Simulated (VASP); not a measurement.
# Sb (Im-3m) in VASP: a series of runs

The runs below take Sb through single point, with LDA.

Program: VASP 6.6.1. These are calculated values, not measurements. Logs are shortened: lines on timing, memory, paths and dates and some standing lists are left out, and cuts for length are marked.

### 1 The cell of the first run

It takes space group Im-3m (No. 229, cubic). The conventional cell has a = 3.605 Å, b = 3.605 Å, c = 3.605 Å, α = 90.00°, β = 90.00°, γ = 90.00°. Sb (site symmetry m-3m) has 14 Sb at 3.12 to 3.61 Å within 4.1 Å.

### 2 Single point, LDA

Input file INCAR:

```
ALGO = Normal
EDIFF = 1E-6
ENCUT = 500
GGA_COMPAT = F
ISIF = 2
ISMEAR = -1
LASPH = T
LCHARG = F
LREAL = F
LWAVE = F
NBANDS = 8
NELM = 120
PREC = Accurate
SIGMA = 0.08
```

Input file KPOINTS:

```
k-points
0
Gamma
  14 14 14
```

Input file POSCAR:

```
Sb
1.0
   -1.8026596591      1.8026596591      1.8026596591
    1.8026596591     -1.8026596591      1.8026596591
    1.8026596591      1.8026596591     -1.8026596591
Sb
1
Direct
    0.0000000000      0.0000000000      0.0000000000
```

Potentials or basis: VASP PAW LDA potentials, release 64 (Sb).

On the command line:

```console
$ cat potpaw_LDA.64/Sb/POTCAR > POTCAR
$ mpirun -np 1 vasp_std > vasp.out
```

OUTCAR:

```text
EDIFF = 1E-6
   ENCUT = 500
   ISIF = 2
   ISMEAR = -1
   LASPH = T
   LREAL = F
   NELM = 120
   PREC = Accurate

 ion  position               nearest neighbor table
   1  0.000  0.000  0.000-

  LATTYP: Found a body centered cubic cell.
 ALAT       =     3.6053193182

  Lattice vectors:

 A1 = (  -1.8026596591,   1.8026596591,   1.8026596591)
 A2 = (   1.8026596591,  -1.8026596591,   1.8026596591)
 A3 = (   1.8026596591,   1.8026596591,  -1.8026596591)

Analysis of symmetry for initial positions (statically):
=====================================================================
 Subroutine PRICEL returns:
 Original cell was already a primitive cell.

 Routine SETGRP: Setting up the symmetry group for a
 body centered cubic supercell.

 Subroutine GETGRP returns: Found 48 space group operations
 (whereof 48 operations were pure point group operations)
 out of a pool of 48 trial point group operations.

The static configuration has the point symmetry O_h .

Analysis of symmetry for dynamics (positions and initial velocities):
=====================================================================
 Subroutine PRICEL returns:
 Original cell was already a primitive cell.

 Routine SETGRP: Setting up the symmetry group for a
 body centered cubic supercell.

 Subroutine GETGRP returns: Found 48 space group operations
 (whereof 48 operations were pure point group operations)
 out of a pool of 48 trial point group operations.

The dynamic configuration has the point symmetry O_h .

 Subroutine INISYM returns: Found 48 space group operations
 (whereof 48 operations are pure point group operations),
 and found     1 'primitive' translations

----------------------------------------------------------------------------------------

                                     Primitive cell

  volume of cell :      23.4316

  direct lattice vectors                    reciprocal lattice vectors
    -1.802659659  1.802659659  1.802659659     0.000000000  0.277367942  0.277367942
     1.802659659 -1.802659659  1.802659659     0.277367942  0.000000000  0.277367942
     1.802659659  1.802659659 -1.802659659     0.277367942  0.277367942  0.000000000

  length of vectors
     3.122298118  3.122298118  3.122298118     0.392257506  0.392257506  0.392257506

  position of ions in fractional coordinates (direct lattice)
     0.000000000  0.000000000  0.000000000
[... 63 lines left out ...]
   ions per type =               1
   NGX,Y,Z   is equivalent  to a cutoff of  12.78, 12.78, 12.78 a.u.
   NGXF,Y,Z  is equivalent  to a cutoff of  25.56, 25.56, 25.56 a.u.
 SYSTEM =  unknown system
   PREC   = accura    normal or accurate (medium, high low for compatibility)
   ISTART =      0    job   : 0-new  1-cont  2-samecut
   ICHARG =      2    charge: 1-file 2-atom 10-const
   ISPIN  =      1    spin polarized calculation?
   LNONCOLLINEAR =      F non collinear calculations
   LSORBIT =      F    spin-orbit coupling
   LASPH  =      T    aspherical Exc in radial PAW
   ENCUT  =  500.0 eV  36.75 Ry    6.06 a.u.   5.69  5.69  5.69*2*pi/ulx,y,z
   NELM   =    120;   NELMIN=  2; NELMDL= -5     # of ELM steps
   EDIFF  = 0.1E-05   stopping-criterion for ELM
   LREAL  =      F    real-space projection
[... 7 lines left out ...]
   TEBEG  =    0.0;   TEEND  =   0.0 temperature during run
   PSTRESS=    0.0 pullay stress
   NELECT =       5.0000    total number of electrons
   NUPDOWN=      -1.0000    fix difference up-down
   EMIN   =  10.00;   EMAX   =-10.00  energy-range for DOS
   EFERMI =   0.00;   METHOD = LEGACY
   ISMEAR =    -1;   SIGMA  =   0.08  broadening in eV -4-tet -1-fermi 0-gaus
   EFERMI_NEDOS =   21; number of points for ismear=-14 and -15
   IALGO  =     38    algorithm
   IMIX   =      4    mixing-type and parameters
     AMIX     =   0.40;   BMIX     =  1.00
     AMIX_MAG =   1.60;   BMIX_MAG =  1.00
  volume/ion in A,a.u.               =      23.43       158.12
  Fermi-wavevector in a.u.,A,eV,Ry     =   0.978283  1.848686 13.021283  0.957037
  Thomas-Fermi vector in A             =   2.109046
   LORBIT       =      0    0 simple, 1 ext, 2 COOP (PROOUT), +10 PAW based schemes
   GGA     = CA    functional components
   LHFCALC =     F    Hartree Fock is set to
   AEXX    =    0.0000 exact exchange contribution
   IVDW    =     0    specifies the selected vdW correction
   LEPSILON=     F    determine dielectric tensor
   LRPA    =     F    only Hartree local field effects (RPA)
 non-spin polarized calculation
  energy-cutoff  :      500.00
  volume of cell :       23.43
 maximum number of plane-waves:       610
   NGX = 11   NGY = 11   NGZ = 11

 number of electron       4.9999999 magnetization

 Free energy of the ion-electron system (eV)
  ---------------------------------------------------
  ext. energy  EPLUGINS =         0.00000000
  ---------------------------------------------------
  free energy    TOTEN  =        -4.58990086 eV

  energy without entropy =       -4.58031818  energy(sigma->0) =       -4.58510952

 E-fermi :  10.2857     XC(G=0): -10.9771

 val. band max:       10.2507724632   @ k =   0.2857   0.1429   0.1429
 cond. band min:      10.2939820171   @ k =  -0.2857   0.2857   0.2857
 fundamental gap:      0.0432095539
 Fermi energy:        10.2857064052

 k-point     1 :       0.0000    0.0000    0.0000
  band No.  band energies     occupation
      1      -3.7406      2.00000
      2      16.8432      0.00000
      3      16.8432      0.00000
      4      16.8432      0.00000
      5      21.0840      0.00000
      6      21.0840      0.00000
      7      21.0840      0.00000
      8      22.2553      0.00000
[... 243 lines left out ...]
 k-point    24 :       0.3571    0.2857   -0.0000
  band No.  band energies     occupation
      1       2.1138      2.00000
      2       5.3583      2.00000
      3       6.6792      2.00000
      4      12.9151      0.00000
      5      19.8809      0.00000
      6      21.4187      0.00000
      7      22.0547      0.00000
      8      25.3886      0.00000

 [... further k-points ...]
[... 5 lines left out ...]
  --------------------------------------------------------------------------------------
  -------------------------------------------------------------------------------------
  Total        1.1097534      1.1097534      1.1097534      0.0000000      0.0000000      0.0000000
  in kB       75.8814933     75.8814933     75.8814933      0.0000000      0.0000000      0.0000000
  external PRESSURE =      75.8814933 kB  Pullay stress =       0.0000000 kB

 VOLUME and BASIS-vectors are now :
 -----------------------------------------------------------------------------
  energy-cutoff  :      500.00
  volume of cell :       23.43
      direct lattice vectors                 reciprocal lattice vectors
    -1.802659659  1.802659659  1.802659659     0.000000000  0.277367942  0.277367942
     1.802659659 -1.802659659  1.802659659     0.277367942  0.000000000  0.277367942
     1.802659659  1.802659659 -1.802659659     0.277367942  0.277367942  0.000000000

 POSITION                                       TOTAL-FORCE (eV/Angst)
 -----------------------------------------------------------------------------------
      0.00000      0.00000      0.00000        -0.000000      0.000000     -0.000000
 -----------------------------------------------------------------------------------
    total drift:                                0.000000     -0.000000      0.000000

  FREE ENERGIE OF THE ION-ELECTRON SYSTEM (eV)
  ---------------------------------------------------
  free  energy   TOTEN  =        -4.5899008575 eV

  energy  without entropy=       -4.5803181807  energy(sigma->0) =       -4.58510952
```

stdout:

```text
POSCAR found type information on POSCAR Sb
 POSCAR found :  1 types and       1 ions
 scaLAPACK will be used
 LDA part: xc-table for (Slater(with rela. corr.)+CA(PZ))
 , standard interpolation
 POSCAR, INCAR and KPOINTS ok, starting setup
 FFT: planning ... GRIDC
 FFT: planning ... GRID_SOFT
 FFT: planning ... GRID
 WAVECAR not read
 entering main loop
```

Wall time 5.8 s (1 thread of Intel Xeon Platinum 8559C (Emerald Rapids), shared host); peak memory 0.14 GiB.

What came out:

```yaml
Free_energy: -4.5899 eV
Pressure: 7.6 GPa
```

Caveat: spin-orbit coupling is left out, which moves the levels of the heavy elements.

### 3 Single point, LDA

This run uses another cell than the first one, of 25.47 Å³/atom, 1.087 times its volume.

Input file INCAR:

```
SYSTEM = Sb
PREC = Accurate
ENCUT = 500
EDIFF = 1E-6
ISMEAR = -1
SIGMA = 0.08
LREAL = .FALSE.
LASPH = .TRUE.
NELM = 120
ALGO = Normal
ISIF = 2
LWAVE = .FALSE.
LCHARG = .TRUE.
GGA = CA
LELF = .TRUE.
LVHAR = .TRUE.
NBANDS = 8
GGA_COMPAT = .FALSE.
```

Input file KPOINTS:

```
Automatic mesh
0
G
  14 14 14
  0 0 0
```

Input file POSCAR:

```
Sb
1.0
   -1.8534653190      1.8534653190      1.8534653190
    1.8534653190     -1.8534653190      1.8534653190
    1.8534653190      1.8534653190     -1.8534653190
Sb
1
Direct
    0.0000000000      0.0000000000      0.0000000000
```

Potentials or basis: VASP PAW LDA potentials, release 64 (Sb).

On the command line:

```console
$ cat potpaw_LDA.64/Sb/POTCAR > POTCAR
$ mpirun -np 1 vasp_std > vasp.out
```

Run time: 5.7 s. Hardware: 1 thread of Intel Xeon Platinum 8559C (Emerald Rapids), shared host; peak memory 0.13 GiB.

The run converged. Its results:

| Item | Value |
| --- | --- |
| Free energy | -4.6356 eV |
| Pressure | 0.1 GPa |

Levels at points of the mesh, in eV from the Fermi level:
```csv
k point,band 1,band 2,band 3,band 4,band 5,band 6
"(0.00, 0.00, 0.00)",-13.29,5.85,5.85,5.85,10.51,10.51
"(0.50, 0.00, 0.00)",-8.94,-5.90,1.79,3.89,6.62,6.98
"(0.50, 0.50, 0.50)",-5.42,-2.11,-2.11,-2.11,2.94,2.94
```

Caveat: spin-orbit coupling is left out, which moves the levels of the heavy elements.
